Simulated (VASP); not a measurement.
Input of a VASP 6.6.1 run:

File INCAR:

```
PREC = Accurate
ENCUT = 520
EDIFF = 1E-6
ISMEAR = 0
SIGMA = 0.02
LREAL = F
LASPH = T
NELM = 60
ALGO = Normal
ISIF = 2
LWAVE = F
LCHARG = T
GGA = PE
LELF = T
LVHAR = T
NBANDS = 31
```

Contents of KPOINTS:

```
Automatic mesh
0
Gamma
  6 6 4
```

Contents of POSCAR:

```
HfO2
1.0
    3.6043047840      0.0000000000      0.0000000000
    0.0000000000      3.6043047840      0.0000000000
    0.0789595089      0.0000000000      5.2639672632
Hf O
2 4
Direct
    0.5065473350      0.5000000000      0.5000901147
   -0.0065473350      0.0000000000     -0.0000901147
    0.0007331173      0.5000000000      0.6932235189
    0.4992668827      0.0000000000      0.8067764811
    0.5015610824      0.0000000000      0.3069664728
   -0.0015610824      0.5000000000      0.1930335272
```

Potentials or basis: VASP PAW PBE potentials, release 64 (Hf_pv, O).

Launch:

```console
$ cat potpaw_PBE.64/Hf_pv/POTCAR potpaw_PBE.64/O/POTCAR > POTCAR
$ mpirun -np 1 vasp_std > vasp.out
```

(1) What does it give for the band gap on the k mesh?

(2) Estimate the pressure.

(3) Predict the largest force.

Results:

(1) 4.66 eV (least direct gap 4.73 eV).

(2) -3.0 GPa.

(3) 0.050 eV/Å.

Caveat: the cell stands under tension; spin-orbit coupling is left out, which moves the levels of the heavy elements.
